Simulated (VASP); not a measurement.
# GaP (I-4m2) in VASP: further runs

GaP is run at these levels: PBE; tasks: single point.

Program: VASP 6.6.1. These are calculated values, not measurements. Logs are shortened: lines on timing, memory, paths and dates and some standing lists are left out, and cuts for length are marked.

## (1) The cell of the first run

Symmetry: I-4m2, No. 119, tetragonal system. The conventional cell has a = 3.928 Å, b = 3.928 Å, c = 5.408 Å, α = 90.00°, β = 90.00°, γ = 90.00°. Ga (site symmetry -4m2) has 4 P at 2.38 Å within 3.1 Å. P (site symmetry -4m2) has 4 Ga at 2.38 Å within 3.1 Å.

## (2) Single point, PBE (20.85 Å³/atom)

The input, INCAR:

```
ALGO = Normal
EDIFF = 1E-6
ENCUT = 520
GGA = PE
ISIF = 2
ISMEAR = 0
LASPH = True
LCHARG = False
LREAL = False
LWAVE = False
NBANDS = 16
NELM = 80
PREC = Accurate
SIGMA = 0.05
```

The input, KPOINTS:

```
k-points
0
Gamma
  10 10 10
```

The input, POSCAR:

```
GaP
1.0
    0.0000000000      2.7038764666      2.7771943988
    2.7771943988      0.0000000000      2.7771943988
    2.7771943988      2.7038764666      0.0000000000
Ga P
1 1
Direct
    0.0000000000      0.0000000000      0.0000000000
    0.7500000000      0.7500000000      0.7500000000
```

Potentials or basis: VASP PAW PBE potentials, release 64 (Ga_d, P).

On the command line:

```console
cat potpaw_PBE.64/Ga_d/POTCAR potpaw_PBE.64/P/POTCAR > POTCAR
mpirun -np 1 vasp_std > vasp.out
```

OUTCAR:

```text
EDIFF = 1E-6
   ENCUT = 520
   GGA = PE
   ISIF = 2
   ISMEAR = 0
   LASPH = True
   LREAL = False
   NELM = 80
   PREC = Accurate

 ion  position               nearest neighbor table
   1  0.000  0.000  0.000-   2 2.38   2 2.38   2 2.38   2 2.38
   2  0.750  0.750  0.750-   1 2.38   1 2.38   1 2.38   1 2.38

  LATTYP: Found a body centered tetragonal cell.
 ALAT       =     3.9275459841
 C/A-ratio  =     1.3768783243

  Lattice vectors:

 A1 = (   0.0000000000,  -2.7038764666,   2.7771943988)
 A2 = (   0.0000000000,  -2.7038764666,  -2.7771943988)
 A3 = (   2.7771943988,   2.7038764666,   0.0000000000)

Analysis of symmetry for initial positions (statically):
=====================================================================
 Subroutine PRICEL returns:
 Original cell was already a primitive cell.

 Routine SETGRP: Setting up the symmetry group for a
 body centered tetragonal supercell.

 Subroutine GETGRP returns: Found  8 space group operations
 (whereof  8 operations were pure point group operations)
 out of a pool of 16 trial point group operations.

The static configuration has the point symmetry D_2d.

Analysis of symmetry for dynamics (positions and initial velocities):
=====================================================================
 Subroutine PRICEL returns:
 Original cell was already a primitive cell.

 Routine SETGRP: Setting up the symmetry group for a
 body centered tetragonal supercell.

 Subroutine GETGRP returns: Found  8 space group operations
 (whereof  8 operations were pure point group operations)
 out of a pool of 16 trial point group operations.

The dynamic configuration has the point symmetry D_2d.

 Subroutine INISYM returns: Found  8 space group operations
 (whereof  8 operations are pure point group operations),
 and found     1 'primitive' translations

----------------------------------------------------------------------------------------

                                     Primitive cell

  volume of cell :      41.7090

  direct lattice vectors                    reciprocal lattice vectors
     0.000000000  2.703876467  2.777194399    -0.180037811  0.184919691  0.180037811
     2.777194399  0.000000000  2.777194399     0.180037811 -0.184919691  0.180037811
     2.777194399  2.703876467  0.000000000     0.180037811  0.184919691 -0.180037811

  length of vectors
     3.876049106  3.927545984  3.876049106     0.314678437  0.314678437  0.314678437

  position of ions in fractional coordinates (direct lattice)
     0.000000000  0.000000000  0.000000000
     0.750000000  0.750000000  0.750000000

  ion indices of the primitive-cell ions
   primitive index   ion index
                 1           1
                 2           2

----------------------------------------------------------------------------------------

 KPOINTS: k-points

Automatic generation of k-mesh.
 Grid dimensions read from file:
 generate k-points for:   10   10   10

 Generating k-lattice:

  Cartesian coordinates                     Fractional coordinates (reciprocal lattice)
    -0.018003781  0.018491969  0.018003781     0.100000000  0.000000000  0.000000000
     0.018003781 -0.018491969  0.018003781     0.000000000  0.100000000  0.000000000
     0.018003781  0.018491969 -0.018003781     0.000000000  0.000000000  0.100000000

  Length of vectors
     0.031467844  0.031467844  0.031467844

  Shift w.r.t. Gamma in fractional coordinates (k-lattice)
     0.000000000  0.000000000  0.000000000

 Subroutine IBZKPT returns following result:
 ===========================================

 Found    102 irreducible k-points:

 Following reciprocal coordinates:
            Coordinates               Weight
  0.000000  0.000000  0.000000      1.000000
  0.100000  0.000000  0.000000      8.000000
  0.200000  0.000000  0.000000      8.000000
  0.300000  0.000000  0.000000      8.000000
  0.400000  0.000000 -0.000000      8.000000
  0.500000  0.000000  0.000000      4.000000
[... 16 lines left out ...]
  0.300000  0.300000  0.000000      4.000000
  0.400000  0.300000 -0.000000     16.000000
 [... further k-points ...]
   k-points           NKPTS =    102   k-points in BZ     NKDIM =    102   number of bands    NBANDS=     16
   number of dos      NEDOS =    301   number of ions     NIONS =      2
   total plane-waves  NPLWV =  27000
   dimension x,y,z NGX =    30 NGY =   30 NGZ =   30
   dimension x,y,z NGXF=    60 NGYF=   60 NGZF=   60
   ions per type =               1   1
   NGX,Y,Z   is equivalent  to a cutoff of  12.87, 12.70, 12.87 a.u.
   NGXF,Y,Z  is equivalent  to a cutoff of  25.73, 25.40, 25.73 a.u.
 SYSTEM =  unknown system
   PREC   = accura    normal or accurate (medium, high low for compatibility)
   ISTART =      0    job   : 0-new  1-cont  2-samecut
   ICHARG =      2    charge: 1-file 2-atom 10-const
   ISPIN  =      1    spin polarized calculation?
   LNONCOLLINEAR =      F non collinear calculations
   LSORBIT =      F    spin-orbit coupling
   LASPH  =      T    aspherical Exc in radial PAW
   ENCUT  =  520.0 eV  38.22 Ry    6.18 a.u.   7.21  7.30  7.21*2*pi/ulx,y,z
   NELM   =     80;   NELMIN=  2; NELMDL= -5     # of ELM steps
   EDIFF  = 0.1E-05   stopping-criterion for ELM
   LREAL  =      F    real-space projection
   EDIFFG = 0.1E-04   stopping-criterion for IOM
   NSW    =      0    number of steps for IOM
   IBRION =     -1    ionic relax: 0-MD 1-quasi-New 2-CG
   NFREE  =      0    steps in history (QN), initial steepest desc. (CG)
   ISIF   =      2    stress and relaxation
   ISYM   =      2    0-nonsym 1-usesym 2-fastsym
   POTIM  = 0.5000    time-step for ionic-motion
   TEBEG  =    0.0;   TEEND  =   0.0 temperature during run
   PSTRESS=    0.0 pullay stress
   NELECT =      18.0000    total number of electrons
   NUPDOWN=      -1.0000    fix difference up-down
   EMIN   =  10.00;   EMAX   =-10.00  energy-range for DOS
   EFERMI =   0.00;   METHOD = LEGACY
   ISMEAR =     0;   SIGMA  =   0.05  broadening in eV -4-tet -1-fermi 0-gaus
   EFERMI_NEDOS =   21; number of points for ismear=-14 and -15
   IALGO  =     38    algorithm
   IMIX   =      4    mixing-type and parameters
     AMIX     =   0.40;   BMIX     =  1.00
     AMIX_MAG =   1.60;   BMIX_MAG =  1.00
  volume/ion in A,a.u.               =      20.85       140.73
  Fermi-wavevector in a.u.,A,eV,Ry     =   1.237150  2.337875 20.824279  1.530541
  Thomas-Fermi vector in A             =   2.371730
   LORBIT       =      0    0 simple, 1 ext, 2 COOP (PROOUT), +10 PAW based schemes
   GGA     = PE    functional components
   LHFCALC =     F    Hartree Fock is set to
   AEXX    =    0.0000 exact exchange contribution
   IVDW    =     0    specifies the selected vdW correction
   LEPSILON=     F    determine dielectric tensor
   LRPA    =     F    only Hartree local field effects (RPA)
 non-spin polarized calculation
 Gauss-broadening in eV      SIGMA  =   0.05
  energy-cutoff  :      520.00
  volume of cell :       41.71
 maximum number of plane-waves:      1138
 NGX is ok and might be reduce to    30
   NGX = 15   NGY = 15   NGZ = 15

 number of electron      18.0000003 magnetization

 Free energy of the ion-electron system (eV)
  ---------------------------------------------------
  ext. energy  EPLUGINS =         0.00000000
  ---------------------------------------------------
  free energy    TOTEN  =        -9.12322281 eV

  energy without entropy =       -9.12322281  energy(sigma->0) =       -9.12322281

 E-fermi :   4.7119     XC(G=0):  -9.6989

 val. band max:        4.4442978902   @ k =   0.0000   0.0000   0.0000
 cond. band min:       5.8449560317   @ k =   0.4000   0.0000   0.4000
 fundamental gap:      1.4006581414
 Fermi energy:         4.7119318907

 k-point     1 :       0.0000    0.0000    0.0000
  band No.  band energies     occupation
      1     -10.1544      2.00000
      2     -10.1544      2.00000
      3     -10.1465      2.00000
      4     -10.0636      2.00000
      5     -10.0587      2.00000
      6      -7.9184      2.00000
[... 8 lines left out ...]
     15      13.8630      0.00000
     16      14.3209      0.00000

 k-point     2 :       0.1000    0.0000    0.0000
  band No.  band energies     occupation
      1     -10.1604      2.00000
      2     -10.1516      2.00000
      3     -10.1455      2.00000
      4     -10.0638      2.00000
      5     -10.0586      2.00000
      6      -7.7934      2.00000
[... 8 lines left out ...]
     15      13.6094      0.00000
     16      13.8520      0.00000

 k-point     3 :       0.2000    0.0000    0.0000
  band No.  band energies     occupation
      1     -10.1790      2.00000
      2     -10.1447      2.00000
      3     -10.1395      2.00000
      4     -10.0638      2.00000
      5     -10.0577      2.00000
      6      -7.4311      2.00000
[... 8 lines left out ...]
     15      13.3217      0.00000
     16      14.3839      0.00000

 k-point     4 :       0.3000    0.0000    0.0000
  band No.  band energies     occupation
      1     -10.2009      2.00000
      2     -10.1376      2.00000
      3     -10.1327      2.00000
      4     -10.0624      2.00000
      5     -10.0552      2.00000
      6      -6.8779      2.00000
[... 8 lines left out ...]
     15      13.6135      0.00000
     16      14.0761      0.00000
[... 324 lines left out ...]
 k-point    22 :      -0.2000    0.2000    0.0000
  band No.  band energies     occupation
      1     -10.2063      2.00000
      2     -10.1311      2.00000
      3     -10.1294      2.00000
      4     -10.0670      2.00000
      5     -10.0544      2.00000
      6      -6.6808      2.00000
[... 8 lines left out ...]
     15      15.5697      0.00000
     16      16.2349      0.00000

 k-point    23 :       0.3000    0.3000    0.0000
  band No.  band energies     occupation
      1     -10.2279      2.00000
      2     -10.1147      2.00000
      3     -10.1114      2.00000
      4     -10.0785      2.00000
      5     -10.0498      2.00000
      6      -6.5361      2.00000
[... 8 lines left out ...]
     15      15.4785      0.00000
     16      17.8577      0.00000

 k-point    24 :       0.4000    0.3000   -0.0000
  band No.  band energies     occupation
      1     -10.2386      2.00000
      2     -10.1086      2.00000
      3     -10.1056      2.00000
      4     -10.0807      2.00000
      5     -10.0480      2.00000
      6      -6.0440      2.00000
[... 8 lines left out ...]
     15      16.0636      0.00000
     16      17.8595      0.00000

 [... further k-points ...]

------------------------ aborting loop because EDIFF is reached ----------------------------------------

  FORCE on cell =-STRESS in cart. coord.  units (eV):
  Direction    XX          YY          ZZ          XY          YZ          ZX
  --------------------------------------------------------------------------------------
  -------------------------------------------------------------------------------------
  Total       -0.1704587      0.3139439     -0.1704587      0.0000000     -0.0000000      0.0000000
  in kB       -6.5478744     12.0596100     -6.5478744      0.0000000     -0.0000000      0.0000000
  external PRESSURE =      -0.3453796 kB  Pullay stress =       0.0000000 kB

 VOLUME and BASIS-vectors are now :
 -----------------------------------------------------------------------------
  energy-cutoff  :      520.00
  volume of cell :       41.71
      direct lattice vectors                 reciprocal lattice vectors
     0.000000000  2.703876467  2.777194399    -0.180037811  0.184919691  0.180037811
     2.777194399  0.000000000  2.777194399     0.180037811 -0.184919691  0.180037811
     2.777194399  2.703876467  0.000000000     0.180037811  0.184919691 -0.180037811

 POSITION                                       TOTAL-FORCE (eV/Angst)
 -----------------------------------------------------------------------------------
      0.00000      0.00000      0.00000        -0.000000      0.000000     -0.000000
      4.16579      4.05581      4.16579         0.000000     -0.000000      0.000000
 -----------------------------------------------------------------------------------
    total drift:                               -0.000002     -0.000002     -0.000002

  FREE ENERGIE OF THE ION-ELECTRON SYSTEM (eV)
  ---------------------------------------------------
  free  energy   TOTEN  =        -9.1232228124 eV

  energy  without entropy=       -9.1232228124  energy(sigma->0) =       -9.12322281
```

Run time: 94 s. Hardware: 1 thread of AMD EPYC 7R13, shared host; peak memory 0.18 GiB.

What came out:

| Item | Value |
| --- | --- |
| Free energy | -9.1232 eV |
| Pressure | 0.0 GPa |
| Band gap on the k mesh | 1.40 eV (least direct gap 1.48 eV) |

A k mesh can miss the band edges. A hybrid or GW would open this gap; PBE tends to underestimate it.

## (3) Single point, PBE (20.85 Å³/atom)

The input, INCAR:

```
PREC = Accurate
ENCUT = 520
EDIFF = 1E-7
ISMEAR = 0
SIGMA = 0.05
LREAL = F
LASPH = T
NELM = 80
ALGO = Normal
ISIF = 2
LWAVE = F
LCHARG = T
GGA = PE
LELF = T
LVHAR = T
NBANDS = 16
```

The input, KPOINTS:

```
Automatic mesh
0
Gamma
  10 10 10
```

The input, POSCAR:

```
GaP
1.0
    0.0000000000      2.8020440295      2.7281121892
    2.7281121892      0.0000000000      2.7281121892
    2.7281121892      2.8020440295      0.0000000000
Ga P
1 1
Direct
    0.0000000000      0.0000000000      0.0000000000
    0.7500000000      0.7500000000      0.7500000000
```

Potentials or basis: VASP PAW PBE potentials, release 64 (Ga_d, P).

On the command line:

```console
cat potpaw_PBE.64/Ga_d/POTCAR potpaw_PBE.64/P/POTCAR > POTCAR
mpirun -np 1 vasp_std > vasp.out
```

OUTCAR:

```text
PREC = Accurate
   ENCUT = 520
   EDIFF = 1E-7
   ISMEAR = 0
   LREAL = F
   LASPH = T
   NELM = 80
   ISIF = 2
   GGA = PE

 ion  position               nearest neighbor table
   1  0.000  0.000  0.000-   2 2.38   2 2.38   2 2.38   2 2.38
   2  0.750  0.750  0.750-   1 2.38   1 2.38   1 2.38   1 2.38

  LATTYP: Found a body centered tetragonal cell.
 ALAT       =     3.8581332576
 C/A-ratio  =     1.4525387499

  Lattice vectors:

 A1 = (   0.0000000000,  -2.8020440295,   2.7281121892)
 A2 = (   0.0000000000,  -2.8020440295,  -2.7281121892)
 A3 = (   2.7281121892,   2.8020440295,   0.0000000000)

Analysis of symmetry for initial positions (statically):
=====================================================================
 Subroutine PRICEL returns:
 Original cell was already a primitive cell.

 Routine SETGRP: Setting up the symmetry group for a
 body centered tetragonal supercell.

 Subroutine GETGRP returns: Found  8 space group operations
 (whereof  8 operations were pure point group operations)
 out of a pool of 16 trial point group operations.

The static configuration has the point symmetry D_2d.

Analysis of symmetry for dynamics (positions and initial velocities):
=====================================================================
 Subroutine PRICEL returns:
 Original cell was already a primitive cell.

 Routine SETGRP: Setting up the symmetry group for a
 body centered tetragonal supercell.

 Subroutine GETGRP returns: Found  8 space group operations
 (whereof  8 operations were pure point group operations)
 out of a pool of 16 trial point group operations.

The dynamic configuration has the point symmetry D_2d.

 Subroutine INISYM returns: Found  8 space group operations
 (whereof  8 operations are pure point group operations),
 and found     1 'primitive' translations

[... 111 lines left out ...]
   IALGO  =     38    algorithm
   IMIX   =      4    mixing-type and parameters
     AMIX     =   0.40;   BMIX     =  1.00
     AMIX_MAG =   1.60;   BMIX_MAG =  1.00
  volume/ion in A,a.u.               =      20.85       140.73
  Fermi-wavevector in a.u.,A,eV,Ry     =   1.237150  2.337875 20.824279  1.530541
  Thomas-Fermi vector in A             =   2.371730
   LORBIT       =      0    0 simple, 1 ext, 2 COOP (PROOUT), +10 PAW based schemes
   GGA     = PE    functional components
   LHFCALC =     F    Hartree Fock is set to
   AEXX    =    0.0000 exact exchange contribution
   IVDW    =     0    specifies the selected vdW correction
   LEPSILON=     F    determine dielectric tensor
   LRPA    =     F    only Hartree local field effects (RPA)
 non-spin polarized calculation
 Gauss-broadening in eV      SIGMA  =   0.05
  energy-cutoff  :      520.00
  volume of cell :       41.71
 maximum number of plane-waves:      1137
 NGX is ok and might be reduce to    30
   NGX = 15   NGY = 15   NGZ = 15

 number of electron      17.9999999 magnetization

 Free energy of the ion-electron system (eV)
  ---------------------------------------------------
  ext. energy  EPLUGINS =         0.00000000
  ---------------------------------------------------
  free energy    TOTEN  =        -9.12293324 eV

  energy without entropy =       -9.12293324  energy(sigma->0) =       -9.12293324

 E-fermi :   4.6603     XC(G=0):  -9.6986

 val. band max:        4.4021117695   @ k =   0.0000   0.0000   0.0000
 cond. band min:       5.9187405423   @ k =   0.5000   0.0000   0.0000
 fundamental gap:      1.5166287728
 Fermi energy:         4.6603147146

 k-point     1 :       0.0000    0.0000    0.0000
  band No.  band energies     occupation
      1     -10.1576      2.00000
      2     -10.1493      2.00000
      3     -10.1493      2.00000
      4     -10.0637      2.00000
      5     -10.0592      2.00000
      6      -7.9182      2.00000
[... 433 lines left out ...]
      3     -10.1073      2.00000
      4     -10.0856      2.00000
      5     -10.0444      2.00000
      6      -5.9944      2.00000
[... 8 lines left out ...]
     15      15.9961      0.00000
     16      17.9535      0.00000

 [... further k-points ...]

------------------------ aborting loop because EDIFF is reached ----------------------------------------

  FORCE on cell =-STRESS in cart. coord.  units (eV):
  Direction    XX          YY          ZZ          XY          YZ          ZX
  --------------------------------------------------------------------------------------
  -------------------------------------------------------------------------------------
  Total        0.1843091     -0.3473585      0.1843091      0.0000000      0.0000000      0.0000000
  in kB        7.0799136    -13.3431724      7.0799136      0.0000000      0.0000000      0.0000000
  external PRESSURE =       0.2722182 kB  Pullay stress =       0.0000000 kB

 VOLUME and BASIS-vectors are now :
 -----------------------------------------------------------------------------
  energy-cutoff  :      520.00
  volume of cell :       41.71
      direct lattice vectors                 reciprocal lattice vectors
     0.000000000  2.802044030  2.728112189    -0.183276920  0.178441165  0.183276920
     2.728112189  0.000000000  2.728112189     0.183276920 -0.178441165  0.183276920
     2.728112189  2.802044030  0.000000000     0.183276920  0.178441165 -0.183276920

 POSITION                                       TOTAL-FORCE (eV/Angst)
 -----------------------------------------------------------------------------------
      0.00000      0.00000      0.00000        -0.000000      0.000000     -0.000000
      4.09217      4.20307      4.09217         0.000000     -0.000000      0.000000
 -----------------------------------------------------------------------------------
    total drift:                               -0.000002     -0.000002     -0.000002

  FREE ENERGIE OF THE ION-ELECTRON SYSTEM (eV)
  ---------------------------------------------------
  free  energy   TOTEN  =        -9.1229332357 eV

  energy  without entropy=       -9.1229332357  energy(sigma->0) =       -9.12293324
```

stdout:

```text
POSCAR found type information on POSCAR GaP
 POSCAR found :  2 types and       2 ions
 scaLAPACK will be used
 LDA part: xc-table for (Slater+PW92), standard interpolation
 POSCAR, INCAR and KPOINTS ok, starting setup
 FFT: planning ... GRIDC
 FFT: planning ... GRID_SOFT
 FFT: planning ... GRID
 WAVECAR not read
 entering main loop
```

Run time: 99 s. Hardware: 1 thread of AMD EPYC 7R13, shared host; peak memory 0.18 GiB.

Results:

```yaml
Free_energy: -9.1229 eV
Pressure: 0.0 GPa
Band_gap_on_the_k_mesh: 1.52 eV (least direct gap 1.52 eV)
```

Stress tensor (GPa, compression positive):
```
 0.71  0.00  0.00
 0.00 -1.33  0.00
 0.00  0.00  0.71
```

A k mesh can miss the band edges. A hybrid or GW would open this gap; PBE tends to underestimate it.

(Part 1 of 2 ends here.)
